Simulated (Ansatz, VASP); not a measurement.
# C: VASP beside Ansatz

```
C
1.0
     0.00000    1.78012    1.78012
     1.78012    0.00000    1.78012
     1.78012    1.78012    0.00000
C
2
Direct
  0.00000 0.00000 0.00000
  0.25000 0.25000 0.25000
```

Alike in both runs: task single point; functional PBE; k mesh 12 × 12 × 12; occupations fermi-dirac, width 0.02 eV; no spin polarisation.

```csv
,VASP,Ansatz
version,VASP 6.6.1,Ansatz 0.2.0
potentials or method,"VASP PAW PBE potentials, release 64 (C)","plane waves, PAW"
plane-wave cutoff (eV),520,420
valence electrons in the cell,8,8
```

Ansatz gave:

```
gap on the k mesh at the Fermi level (eV) : 4.17
pressure (GPa)                            : 4.2
```

Q: Estimate VASP's values.

A: gap on the k mesh at the Fermi level (eV): 4.17; pressure (GPa): 4.9.
